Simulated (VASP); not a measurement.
# Mo12N in VASP: single point with PBE

Aim: the single point of Mo12N with PBE.

Everything below comes from runs of VASP 6.6.1. Logs are shortened: lines on timing, memory, paths and dates and some standing lists are left out, and cuts for length are marked.

## (1) The cell of the first run

The cell holds a slab with vacuum, 13 atoms: a = 5.474 Å, b = 5.474 Å, c = 19.808 Å, α = 90.00°, β = 90.00°, γ = 109.47°.

## (2) Single point, PBE

File INCAR:

```
SYSTEM = Mo12N
PREC = Accurate
ENCUT = 520
EDIFF = 1E-7
ISMEAR = 0
SIGMA = 0.1
LREAL = .False.
LASPH = .True.
NELM = 100
ALGO = Normal
ISIF = 2
LWAVE = .False.
LCHARG = .False.
LDIPOL = .True.
IDIPOL = 3
DIPOL = 0.5 0.5 0.325
GGA = PE
NBANDS = 98
```

File KPOINTS:

```
regular mesh
0
Gamma
  5 5 1
  0 0 0
```

File POSCAR:

```
Mo12N
1.0
    5.4740406976      0.0000000000      0.0000000000
   -1.8246802325      5.1609750637      0.0000000000
    0.0000000000      0.0000000000     19.8082144129
Mo N
12 1
Direct
    0.2500000000      0.2500000000      0.2019364248
    0.2500000000      0.7500000000      0.2019364248
    0.7500000000      0.2500000000      0.2019364248
    0.7500000000      0.7500000000      0.2019364248
    0.0000000000      0.0000000000      0.3106872619
    0.0000000000      0.5000000000      0.3106872619
    0.5000000000      0.0000000000      0.3106872619
    0.5000000000      0.5000000000      0.3106872619
    0.2500000000      0.2500000000      0.4194327787
    0.2500000000      0.7500000000      0.4194327787
    0.7500000000      0.2500000000      0.4194327787
    0.7500000000      0.7500000000      0.4194327787
    0.4166666667      0.4166666667      0.4904688130
```

Potentials or basis: VASP PAW PBE potentials, release 64 (Mo_sv, N).

Run with:

```sh
> cat potpaw_PBE.64/Mo_sv/POTCAR potpaw_PBE.64/N/POTCAR > POTCAR
> mpirun -np 1 vasp_std > vasp.out
```

OUTCAR:

```text
SYSTEM = Mo12N
   PREC = Accurate
   ENCUT = 520
   EDIFF = 1E-7
   ISMEAR = 0
   LREAL = .False.
   LASPH = .True.
   NELM = 100
   ISIF = 2
   GGA = PE

 ion  position               nearest neighbor table
   1  0.250  0.250  0.202-   5 2.67   8 2.67   3 2.74   3 2.74   2 2.74   2 2.74   7 3.10   6 3.10
                             4 3.16   4 3.16
   2  0.250  0.750  0.202-   6 2.67   7 2.67   4 2.74   4 2.74   1 2.74   1 2.74   5 3.10   8 3.10
                             3 3.16   3 3.16
   3  0.750  0.250  0.202-   6 2.67   7 2.67   1 2.74   1 2.74   4 2.74   4 2.74   5 3.10   8 3.10
                             2 3.16   2 3.16
   4  0.750  0.750  0.202-   5 2.67   8 2.67   2 2.74   2 2.74   3 2.74   3 2.74   7 3.10   6 3.10
                             1 3.16   1 3.16
   5  0.000  0.000  0.311-   9 2.67  12 2.67   1 2.67   4 2.67   7 2.74   7 2.74   6 2.74   6 2.74
                            11 3.10  10 3.10   3 3.10   2 3.10   8 3.16   8 3.16
   6  0.000  0.500  0.311-  10 2.67  11 2.67   2 2.67   3 2.67   8 2.74   8 2.74   5 2.74   5 2.74
                             9 3.10  12 3.10   1 3.10   4 3.10   7 3.16   7 3.16
   7  0.500  0.000  0.311-  10 2.67  11 2.67   2 2.67   3 2.67   5 2.74   5 2.74   8 2.74   8 2.74
                             9 3.10  12 3.10   1 3.10   4 3.10   6 3.16   6 3.16
   8  0.500  0.500  0.311-   9 2.67  12 2.67   1 2.67   4 2.67   6 2.74   6 2.74   7 2.74   7 2.74
                            11 3.10  10 3.10   3 3.10   2 3.10   5 3.16   5 3.16
   9  0.250  0.250  0.419-  13 1.76   8 2.67   5 2.67  11 2.74  11 2.74  10 2.74  10 2.74   6 3.10
                             7 3.10  12 3.16  12 3.16
  10  0.250  0.750  0.419-   6 2.67   7 2.67  12 2.74  12 2.74   9 2.74   9 2.74   5 3.10   8 3.10
                            11 3.16  11 3.16
  11  0.750  0.250  0.419-   6 2.67   7 2.67   9 2.74   9 2.74  12 2.74  12 2.74   5 3.10   8 3.10
                            10 3.16  10 3.16
  12  0.750  0.750  0.419-  13 2.53   8 2.67   5 2.67  10 2.74  10 2.74  11 2.74  11 2.74   6 3.10
                             7 3.10   9 3.16   9 3.16
  13  0.417  0.417  0.490-   9 1.76  12 2.53

  LATTYP: Found a base centered orthorhombic cell.
 ALAT       =     6.3208777407
 B/A-ratio  =     1.4142135624
 C/A-ratio  =     3.1337759130

  Lattice vectors:

 A1 = (   5.4740406976,   0.0000000000,   0.0000000000)
 A2 = (  -1.8246802325,   5.1609750637,   0.0000000000)
 A3 = (   0.0000000000,   0.0000000000,  19.8082144129)

Analysis of symmetry for initial positions (statically):
=====================================================================
 Subroutine PRICEL returns:
 Original cell was already a primitive cell.

 Routine SETGRP: Setting up the symmetry group for a
 base centered orthorhombic supercell.

 Subroutine GETGRP returns: Found  2 space group operations
 (whereof  2 operations were pure point group operations)
 out of a pool of  8 trial point group operations.

The static configuration has the point symmetry C_1h.

Analysis of symmetry for dynamics (positions and initial velocities):
=====================================================================
 Subroutine PRICEL returns:
 Original cell was already a primitive cell.

 Routine SETGRP: Setting up the symmetry group for a
 base centered orthorhombic supercell.

 Subroutine GETGRP returns: Found  2 space group operations
 (whereof  2 operations were pure point group operations)
 out of a pool of  8 trial point group operations.

The dynamic configuration has the point symmetry C_1h.

 Subroutine INISYM returns: Found  2 space group operations
 (whereof  2 operations are pure point group operations),
 and found     1 'primitive' translations

----------------------------------------------------------------------------------------

                                     Primitive cell

  volume of cell :     559.6095

  direct lattice vectors                    reciprocal lattice vectors
     5.474040698  0.000000000  0.000000000     0.182680410  0.064587278  0.000000000
    -1.824680232  5.160975064  0.000000000     0.000000000  0.193761835  0.000000000
     0.000000000  0.000000000 19.808214413     0.000000000  0.000000000  0.050484106

  length of vectors
     5.474040698  5.474040698 19.808214413     0.193761835  0.193761835  0.050484106

  position of ions in fractional coordinates (direct lattice)
     0.250000000  0.250000000  0.201936425
     0.250000000  0.750000000  0.201936425
     0.750000000  0.250000000  0.201936425
     0.750000000  0.750000000  0.201936425
[... 51 lines left out ...]

 Following reciprocal coordinates:
            Coordinates               Weight
  0.000000  0.000000  0.000000      1.000000
  0.200000  0.000000  0.000000      4.000000
  0.400000  0.000000  0.000000      4.000000
  0.200000  0.200000  0.000000      2.000000
  0.400000  0.200000  0.000000      4.000000
 -0.400000  0.200000  0.000000      4.000000
 -0.200000  0.200000  0.000000      2.000000
  0.400000  0.400000  0.000000      2.000000
 -0.400000  0.400000  0.000000      2.000000
   k-points           NKPTS =      9   k-points in BZ     NKDIM =      9   number of bands    NBANDS=     98
   number of dos      NEDOS =    301   number of ions     NIONS =     13
   total plane-waves  NPLWV = 264600
   dimension x,y,z NGX =    42 NGY =   42 NGZ =  150
   dimension x,y,z NGXF=    84 NGYF=   84 NGZF=  300
   ions per type =              12   1
   NGX,Y,Z   is equivalent  to a cutoff of  12.76, 12.76, 12.59 a.u.
   NGXF,Y,Z  is equivalent  to a cutoff of  25.51, 25.51, 25.18 a.u.
 SYSTEM =  Mo12N
   PREC   = accura    normal or accurate (medium, high low for compatibility)
   ISTART =      0    job   : 0-new  1-cont  2-samecut
   ICHARG =      2    charge: 1-file 2-atom 10-const
   ISPIN  =      1    spin polarized calculation?
   LNONCOLLINEAR =      F non collinear calculations
   LSORBIT =      F    spin-orbit coupling
   LASPH  =      T    aspherical Exc in radial PAW
   ENCUT  =  520.0 eV  38.22 Ry    6.18 a.u.  10.18 10.18 36.83*2*pi/ulx,y,z
   NELM   =    100;   NELMIN=  2; NELMDL= -5     # of ELM steps
   EDIFF  = 0.1E-06   stopping-criterion for ELM
   LREAL  =      F    real-space projection
   EDIFFG = 0.1E-05   stopping-criterion for IOM
   NSW    =      0    number of steps for IOM
   IBRION =     -1    ionic relax: 0-MD 1-quasi-New 2-CG
   NFREE  =      0    steps in history (QN), initial steepest desc. (CG)
   ISIF   =      2    stress and relaxation
   ISYM   =      2    0-nonsym 1-usesym 2-fastsym
   POTIM  = 0.5000    time-step for ionic-motion
   TEBEG  =    0.0;   TEEND  =   0.0 temperature during run
   PSTRESS=    0.0 pullay stress
   NELECT =     173.0000    total number of electrons
   NUPDOWN=      -1.0000    fix difference up-down
   EMIN   =  10.00;   EMAX   =-10.00  energy-range for DOS
   EFERMI =   0.00;   METHOD = LEGACY
   ISMEAR =     0;   SIGMA  =   0.10  broadening in eV -4-tet -1-fermi 0-gaus
   EFERMI_NEDOS =   21; number of points for ismear=-14 and -15
   IALGO  =     38    algorithm
   IMIX   =      4    mixing-type and parameters
     AMIX     =   0.40;   BMIX     =  1.00
     AMIX_MAG =   1.60;   BMIX_MAG =  1.00
  volume/ion in A,a.u.               =      43.05       290.49
  Fermi-wavevector in a.u.,A,eV,Ry     =   1.106951  2.091835 16.671777  1.225341
  Thomas-Fermi vector in A             =   2.243459
   LORBIT       =      0    0 simple, 1 ext, 2 COOP (PROOUT), +10 PAW based schemes
   GGA     = PE    functional components
   LHFCALC =     F    Hartree Fock is set to
   AEXX    =    0.0000 exact exchange contribution
   IVDW    =     0    specifies the selected vdW correction
   LEPSILON=     F    determine dielectric tensor
   LRPA    =     F    only Hartree local field effects (RPA)
 non-spin polarized calculation
 Gauss-broadening in eV      SIGMA  =   0.10
  energy-cutoff  :      520.00
  volume of cell :      559.61
 maximum number of plane-waves:     15102
 NGX is ok and might be reduce to    42
   NGX = 21   NGY = 21   NGZ = 73

 dipolmoment           0.000000      0.000000     -0.048552 electrons x Angstroem

 number of electron     172.9999985 magnetization

 dipolmoment           0.000000      0.000000      0.109298 electrons x Angstroem

 Free energy of the ion-electron system (eV)
  ---------------------------------------------------
  ext. energy  EPLUGINS =         0.00000000
  ---------------------------------------------------
  free energy    TOTEN  =      -129.95502184 eV

  energy without entropy =     -129.89642159  energy(sigma->0) =     -129.92572172

 E-fermi :   1.1171     XC(G=0):  -5.6181

 val. band max:        1.1122070625   @ k =   0.4000   0.0000   0.0000
 cond. band min:       1.1182389782   @ k =  -0.4000   0.2000   0.0000
 fundamental gap:      0.0060319158
 Fermi energy:         1.1171309025

 k-point     1 :       0.0000    0.0000    0.0000
  band No.  band energies     occupation
      1     -60.1626      2.00000
      2     -60.0011      2.00000
      3     -59.9611      2.00000
      4     -59.9562      2.00000
      5     -59.9507      2.00000
      6     -59.9016      2.00000
[... 898 lines left out ...]
     97       1.9522      0.00000
     98       1.9969      0.00000

------------------------ aborting loop because EDIFF is reached ----------------------------------------

 vacuum level on the upper side and lower side of the slab       (xc-potential included)         0.321        -0.416

  FORCE on cell =-STRESS in cart. coord.  units (eV):
  Direction    XX          YY          ZZ          XY          YZ          ZX
  --------------------------------------------------------------------------------------
  -------------------------------------------------------------------------------------
  Total       -8.9517866     -8.6875066      3.5427661      0.3737483      3.2176536      2.2752251
  in kB      -25.6292084    -24.8725677     10.1430357      1.0700516      9.2122297      6.5140313
  external PRESSURE =     -13.4529135 kB  Pullay stress =       0.0000000 kB

 VOLUME and BASIS-vectors are now :
 -----------------------------------------------------------------------------
  energy-cutoff  :      520.00
  volume of cell :      559.61
      direct lattice vectors                 reciprocal lattice vectors
     5.474040698  0.000000000  0.000000000     0.182680410  0.064587278  0.000000000
    -1.824680232  5.160975064  0.000000000     0.000000000  0.193761835  0.000000000
     0.000000000  0.000000000 19.808214413     0.000000000  0.000000000  0.050484106

 POSITION                                       TOTAL-FORCE (eV/Angst)
 -----------------------------------------------------------------------------------
      0.91234      1.29024      4.00000        -0.020209     -0.028580      0.120676
      0.00000      3.87073      4.00000        -0.019061     -0.027718     -0.295993
      3.64936      1.29024      4.00000        -0.019779     -0.027210     -0.295993
      2.73702      3.87073      4.00000         0.212355      0.300315      0.327675
      0.00000      0.00000      6.15416        -0.327597     -0.463293     -1.129073
     -0.91234      2.58049      6.15416        -0.044996     -0.117565      0.238960
      2.73702      0.00000      6.15416        -0.095843     -0.081611      0.238960
      1.82468      2.58049      6.15416         0.107631      0.152214     -0.720394
      0.91234      1.29024      8.30821        -0.825150     -1.166939      0.056880
      0.00000      3.87073      8.30821        -0.189002     -0.285838      0.290388
      3.64936      1.29024      8.30821        -0.206491     -0.273472      0.290388
      2.73702      3.87073      8.30821        -0.106744     -0.150959      0.834083
      1.52057      2.15041      9.71531         1.534885      2.170655      0.043443
 -----------------------------------------------------------------------------------
    total drift:                                0.000014      0.000020      0.000913

  FREE ENERGIE OF THE ION-ELECTRON SYSTEM (eV)
  ---------------------------------------------------
  free  energy   TOTEN  =      -129.9550218412 eV

  energy  without entropy=     -129.8964215901  energy(sigma->0) =     -129.92572172

 vacuum level on the upper side and lower side of the slab         6.425         5.697
```

It took 33 min on 1 thread of Intel Xeon Platinum 8259CL at 2.50GHz (Skylake/Cascade Lake), shared host; peak memory 0.74 GiB.

What came out:

```yaml
Free_energy: -129.9550 eV
Largest_force: 2.659 eV/Å
Band_gap_on_the_k_mesh: zero (an odd number of electrons rules out a gap without spin polarisation)
```

Forces on the atoms (eV/Å):
```
Mo  -0.020 -0.029  0.121
Mo  -0.019 -0.028 -0.296
Mo  -0.020 -0.027 -0.296
Mo   0.212  0.300  0.328
Mo  -0.328 -0.463 -1.129
Mo  -0.045 -0.118  0.239
Mo  -0.096 -0.082  0.239
Mo   0.108  0.152 -0.720
Mo  -0.825 -1.167  0.057
Mo  -0.189 -0.286  0.290
Mo  -0.206 -0.273  0.290
Mo  -0.107 -0.151  0.834
N    1.535  2.171  0.043
```

Levels at points of the mesh, in eV from the Fermi level:
```tsv
k point	band 85	band 86	band 87	band 88	band 89	band 90
(0.00, 0.00, 0.00)	0.72	0.86	0.86	1.27	1.30	1.36
```
